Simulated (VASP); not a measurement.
# BN (P6_3mc) in VASP: a series of runs, part 2 of 2

VASP 6.6.1. Earlier steps stand in the parts before.

## Step 4: Single point, r2SCAN (all N atoms moved -0.225 Å, as atom 3 along Cartesian [0 0 1])

POSCAR reads:

```
BN
1.0
    2.5539396017      0.0000000000      0.0000000000
   -1.2769698009      2.2117765748      0.0000000000
    0.0000000000      0.0000000000      4.2268550000
B N
2 2
Direct
    0.6666666667      0.3333333333      0.9997240000
    0.3333333333      0.6666666667      0.4997240000
    0.6666666667      0.3333333333      0.5720449334
    0.3333333333      0.6666666667      0.0720449334
```

INCAR.step1 reads:

```
SYSTEM = BN
PREC = Accurate
ENCUT = 520
ISMEAR = 0
SIGMA = 0.05
LREAL = .FALSE.
LASPH = .TRUE.
NELM = 60
NBANDS = 16
GGA = PE
ALGO = Normal
EDIFF = 1E-4
LWAVE = .TRUE.
LCHARG = .FALSE.
```

INCAR.step2 reads:

```
SYSTEM = BN
PREC = Accurate
ENCUT = 520
EDIFF = 1E-6
ISMEAR = 0
SIGMA = 0.05
LREAL = .FALSE.
LASPH = .TRUE.
NELM = 60
ALGO = Normal
ISIF = 2
LWAVE = .FALSE.
LCHARG = .FALSE.
METAGGA = R2SCAN
LMIXTAU = .TRUE.
NBANDS = 16
ISTART = 1
```

KPOINTS reads:

```
Automatic mesh
0
G
  12 12 6
  0 0 0
```

Potentials or basis: VASP PAW PBE potentials, release 64 (B, N).

The run is started by

```console
$ cat potpaw_PBE.64/B/POTCAR potpaw_PBE.64/N/POTCAR > POTCAR
$ cp INCAR.step1 INCAR
$ mpirun -np 1 vasp_std > vasp.out
$ cp INCAR.step2 INCAR
$ mpirun -np 1 vasp_std > vasp.out
```

OUTCAR:

```text
SYSTEM = BN
   PREC = Accurate
   ENCUT = 520
   EDIFF = 1E-6
   ISMEAR = 0
   LREAL = .FALSE.
   LASPH = .TRUE.
   NELM = 60
   ISIF = 2
   METAGGA = R2SCAN
   ISTART = 1

 ion  position               nearest neighbor table
   1  0.667  0.333  1.000-   4 1.51   4 1.51   4 1.51   3 1.81
   2  0.333  0.667  0.500-   3 1.51   3 1.51   3 1.51   4 1.81
   3  0.667  0.333  0.572-   2 1.51   2 1.51   2 1.51   1 1.81
   4  0.333  0.667  0.072-   1 1.51   1 1.51   1 1.51   2 1.81

  LATTYP: Found a hexagonal cell.
 ALAT       =     2.5539396017
[... 658 lines left out ...]
  --------------------------------------------------------------------------------------
  -------------------------------------------------------------------------------------
  Total       -0.1558193     -0.1558193      3.8637723      0.0000000      0.0000000      0.0000000
  in kB      -10.4559281    -10.4559281    259.2703679      0.0000000      0.0000000      0.0000000
  external PRESSURE =      79.4528372 kB  Pullay stress =       0.0000000 kB

 VOLUME and BASIS-vectors are now :
 -----------------------------------------------------------------------------
  energy-cutoff  :      520.00
  volume of cell :       23.88
      direct lattice vectors                 reciprocal lattice vectors
     2.553939602  0.000000000  0.000000000     0.391551938  0.226062617  0.000000000
    -1.276969801  2.211776575  0.000000000     0.000000000  0.452125233  0.000000000
     0.000000000  0.000000000  4.226855000     0.000000000  0.000000000  0.236582518

 POSITION                                       TOTAL-FORCE (eV/Angst)
 -----------------------------------------------------------------------------------
      1.27697      0.73726      4.22569         0.000000     -0.000000     -2.578320
     -0.00000      1.47452      2.11226        -0.000000     -0.000000     -2.578320
      1.27697      0.73726      2.41795         0.000000      0.000000      2.578320
     -0.00000      1.47452      0.30452        -0.000000     -0.000000      2.578320
 -----------------------------------------------------------------------------------
    total drift:                               -0.000000     -0.000000      0.001072

  FREE ENERGIE OF THE ION-ELECTRON SYSTEM (eV)
  ---------------------------------------------------
  free  energy   TOTEN  =       -37.5024219988 eV

  energy  without entropy=      -37.5024219988  energy(sigma->0) =      -37.50242200
```

Wall time 93 s (1 thread of AMD EPYC 7R43 (Zen 3), shared host); peak memory 0.11 GiB.

Results:

| Item | Value |
| --- | --- |
| Free energy | -37.5024 eV |
| Pressure | 7.9 GPa |
| Largest force | 2.578 eV/Å |
| Band gap on the k mesh | 5.02 eV, indirect (least direct gap 7.40 eV) |

Forces on the atoms (eV/Å):
```
B    0.000  0.000 -2.578
B    0.000  0.000 -2.578
N    0.000  0.000  2.578
N    0.000  0.000  2.578
```

Levels at points of the mesh, in eV from the valence-band top:
| k point | band 4 | band 5 | band 6 | band 7 | band 8 | band 9 | band 10 | band 11 | band 12 | band 13 |
| --- | --- | --- | --- | --- | --- | --- | --- | --- | --- | --- |
| (0.00, 0.00, 0.00) | -4.01 | -4.01 | -2.31 | -2.31 | 0.00 | 7.40 | 8.17 | 8.17 | 8.82 | 10.52 |
| (0.50, 0.00, 0.00) | -10.02 | -7.45 | -7.01 | -4.74 | -4.15 | 5.89 | 7.08 | 10.23 | 11.48 | 13.16 |
| (0.00, 0.00, 0.50) | -6.39 | -3.22 | -3.22 | -3.22 | -3.22 | 8.84 | 8.84 | 9.32 | 9.32 | 9.32 |
| (0.50, 0.00, 0.50) | -11.79 | -5.99 | -5.99 | -3.59 | -3.59 | 5.22 | 5.22 | 8.33 | 8.33 | 16.54 |

Caveat: the cell differs from its parent crystal (all N atoms moved -0.225 Å, as atom 3 along Cartesian [0 0 1]); the PAW data sets were made with another functional, which shifts forces and pressure a little. A k mesh can miss the band edges.

## Step 5: Single point, r2SCAN (all N atoms moved +0.150 Å, as atom 3 along Cartesian [0 0 1])

Changes to POSCAR since step 4:

```diff
@@ -10,3 +10,3 @@
     0.3333333333      0.6666666667      0.4997240000
-    0.6666666667      0.3333333333      0.5720449334
-    0.3333333333      0.6666666667      0.0720449334
+    0.6666666667      0.3333333333      0.6607633777
+    0.3333333333      0.6666666667      0.1607633777
```

INCAR.step1 reads:

```
ALGO = Normal
EDIFF = 1E-4
ENCUT = 520
GGA = PE
ISMEAR = 0
LASPH = True
LCHARG = False
LREAL = False
LWAVE = True
NBANDS = 16
NELM = 80
PREC = Accurate
SIGMA = 0.05
```

INCAR.step2 reads:

```
ALGO = Normal
EDIFF = 1E-6
ENCUT = 520
ISIF = 2
ISMEAR = 0
ISTART = 1
LASPH = True
LCHARG = False
LMIXTAU = True
LREAL = False
LWAVE = False
METAGGA = R2SCAN
NBANDS = 16
NELM = 80
PREC = Accurate
SIGMA = 0.05
```

KPOINTS reads:

```
k-points
0
Gamma
  12 12 6
```

The run is started by

```console
$ cat potpaw_PBE.64/B/POTCAR potpaw_PBE.64/N/POTCAR > POTCAR
$ cp INCAR.step1 INCAR
$ mpirun -np 1 vasp_std > vasp.out
$ cp INCAR.step2 INCAR
$ mpirun -np 1 vasp_std > vasp.out
```

Wall time 92 s (1 thread of AMD EPYC 7R43 (Zen 3), shared host); peak memory 0.11 GiB.

Results (log left out):

```
Free energy            : -37.6293 eV
Pressure               : 2.6 GPa
Largest force          : 4.599 eV/Å
Band gap on the k mesh : 3.33 eV, indirect (least direct gap 7.56 eV)
```

Forces in eV/Å, atoms in the order of the input:
```
B    0.000  0.000  4.599
B    0.000  0.000  4.599
N    0.000  0.000 -4.599
N    0.000  0.000 -4.599
```

Stress tensor (GPa, compression positive):
```
-1.26  0.00  0.00
 0.00 -1.26  0.00
 0.00  0.00 10.32
```

Levels at points of the mesh, in eV from the valence-band top:
| k point | band 5 | band 6 | band 7 | band 8 | band 9 | band 10 | band 11 | band 12 |
| --- | --- | --- | --- | --- | --- | --- | --- | --- |
| (0.00, 0.00, 0.00) | -2.58 | -2.58 | 0.00 | 0.00 | 8.00 | 8.00 | 9.57 | 10.06 |
| (0.50, 0.00, 0.00) | -8.22 | -6.28 | -5.46 | -1.82 | 6.66 | 6.68 | 8.51 | 10.90 |
| (0.00, 0.00, 0.50) | -1.47 | -1.47 | -1.47 | -1.47 | 9.68 | 9.68 | 10.00 | 10.00 |
| (0.50, 0.00, 0.50) | -5.18 | -5.18 | -4.01 | -4.01 | 6.25 | 6.25 | 10.58 | 10.58 |

Caveat: the cell differs from its parent crystal (all N atoms moved +0.150 Å, as atom 3 along Cartesian [0 0 1]); the PAW data sets were made with another functional, which shifts forces and pressure a little.

## Step 6: Single point, r2SCAN (all N atoms moved -0.075 Å, as atom 3 along Cartesian [0 0 1])

Changes to POSCAR since step 5:

```diff
@@ -10,3 +10,3 @@
     0.3333333333      0.6666666667      0.4997240000
-    0.6666666667      0.3333333333      0.6607633777
-    0.3333333333      0.6666666667      0.1607633777
+    0.6666666667      0.3333333333      0.6075323111
+    0.3333333333      0.6666666667      0.1075323111
```

INCAR.step1 reads:

```
SYSTEM = BN
  PREC = Accurate
  ENCUT = 520
  ISMEAR = 0
  SIGMA = 0.05
  LREAL = .False.
  LASPH = .True.
  NELM = 80
  NBANDS = 16
  GGA = PE
  ALGO = Normal
  EDIFF = 1E-4
  LWAVE = .True.
  LCHARG = .False.
```

INCAR.step2 reads:

```
SYSTEM = BN
  PREC = Accurate
  ENCUT = 520
  EDIFF = 1E-7
  ISMEAR = 0
  SIGMA = 0.05
  LREAL = .False.
  LASPH = .True.
  NELM = 80
  ALGO = Normal
  ISIF = 2
  LWAVE = .False.
  LCHARG = .False.
  METAGGA = R2SCAN
  LMIXTAU = .True.
  NBANDS = 16
  ISTART = 1
```

KPOINTS reads:

```
regular mesh
0
Gamma
  12 12 6
  0 0 0
```

Potentials or basis: VASP PAW PBE potentials, release 64 (B, N).

The run is started by

```console
$ cat potpaw_PBE.64/B/POTCAR potpaw_PBE.64/N/POTCAR > POTCAR
$ cp INCAR.step1 INCAR
$ mpirun -np 1 vasp_std > vasp.out
$ cp INCAR.step2 INCAR
$ mpirun -np 1 vasp_std > vasp.out
```

Run time: 86 s. Hardware: 1 thread of AMD EPYC 7R43 (Zen 3), shared host; peak memory 0.11 GiB.

It converged, with:

- Free energy: -38.1535 eV
- Pressure: -1.5 GPa
- Largest force: 1.405 eV/Å
- Band gap on the k mesh: 6.09 eV, indirect (least direct gap 8.21 eV)

Forces on the atoms (eV/Å):
```
B    0.000  0.000 -1.405
B    0.000  0.000 -1.405
N    0.000  0.000  1.405
N    0.000  0.000  1.405
```

Stress tensor (GPa, compression positive):
```
-2.61  0.00  0.00
 0.00 -2.61  0.00
 0.00  0.00  0.63
```

Levels at points of the mesh, in eV from the valence-band top:
```tsv
k point	band 4	band 5	band 6	band 7	band 8	band 9	band 10	band 11	band 12	band 13
(0.00, 0.00, 0.00)	-2.82	-2.82	-0.82	-0.82	0.00	8.21	8.74	8.74	9.59	11.09
(0.50, 0.00, 0.00)	-8.80	-7.26	-5.79	-4.36	-3.11	6.76	8.27	11.65	11.97	12.97
(0.00, 0.00, 0.50)	-6.04	-1.91	-1.91	-1.91	-1.91	9.61	9.61	10.16	10.16	10.16
(0.50, 0.00, 0.50)	-10.84	-4.63	-4.63	-3.69	-3.69	6.59	6.59	9.78	9.78	15.56
```

Caveat: the cell differs from its parent crystal (all N atoms moved -0.075 Å, as atom 3 along Cartesian [0 0 1]); the PAW data sets were made with another functional, which shifts forces and pressure a little.
